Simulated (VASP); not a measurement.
Write the native input for VASP 6.6.1 that does the following.

* Task: density of states
* Functional: PBE
* Potentials or basis: VASP PAW PBE potentials, release 64 (Cu)
* Cutoff: 520 eV
* k mesh: 22 × 22 × 22
* Occupations: gaussian, width 0.05 eV
* Spin: no spin polarisation
* Dipole correction: no
* k mesh for the DOS: 33 × 33 × 33
* Occupations for the DOS: tetrahedron
* Further INCAR settings: ALGO = Normal; EDIFF = 1e-06; NBANDS = 12

The system is Cu.

```
CELL_PARAMETERS angstrom
0.00000 1.81452 1.81452
1.81452 0.00000 1.81452
1.81452 1.81452 0.00000
ATOMIC_POSITIONS crystal
Cu 0.00000 0.00000 0.00000
```

One way to write it, as run:

POSCAR

```
Cu
1.0
    0.0000000000      1.8145221757      1.8145221757
    1.8145221757      0.0000000000      1.8145221757
    1.8145221757      1.8145221757      0.0000000000
Cu
1
Direct
    0.0000000000      0.0000000000      0.0000000000
```

INCAR.step1

```
SYSTEM = Cu
ALGO = Normal ; EDIFF = 1E-6
ENCUT = 520 ; GGA = PE
ISIF = 2 ; ISMEAR = 0
LASPH = .TRUE. ; LCHARG = .TRUE.
LMAXMIX = 4 ; LREAL = .FALSE.
LWAVE = .FALSE. ; NBANDS = 12
NELM = 80 ; PREC = Accurate
SIGMA = 0.05
```

KPOINTS.step1

```
k-points
0
G
  22 22 22
  0 0 0
```

INCAR.step2

```
SYSTEM = Cu
ALGO = Normal ; EDIFF = 1E-6
ENCUT = 520 ; GGA = PE
ICHARG = 11 ; ISIF = 2
ISMEAR = -5 ; LASPH = .TRUE.
LCHARG = .FALSE. ; LMAXMIX = 4
LORBIT = 10 ; LREAL = .FALSE.
LWAVE = .FALSE. ; NBANDS = 12
NEDOS = 2001 ; NELM = 80
PREC = Accurate ; SIGMA = 0.05
```

KPOINTS.step2

```
k-points
0
G
  33 33 33
  0 0 0
```

Potentials or basis: VASP PAW PBE potentials, release 64 (Cu).

The run is started by

```bash
$ cat potpaw_PBE.64/Cu/POTCAR > POTCAR
$ cp INCAR.step1 INCAR
$ cp KPOINTS.step1 KPOINTS
$ mpirun -np 1 vasp_std > vasp.out
$ cp INCAR.step2 INCAR
$ cp KPOINTS.step2 KPOINTS
$ mpirun -np 1 vasp_std > vasp.out
```

Results of the run:

```
Valence electrons inside the program's atomic spheres : Cu 9.99
```

It took 91 s on 1 thread of Intel(R) Xeon(R) Platinum 8259CL CPU @ 2.50GHz (Skylake/Cascade Lake) (shared host), peak memory 0.24 GiB.
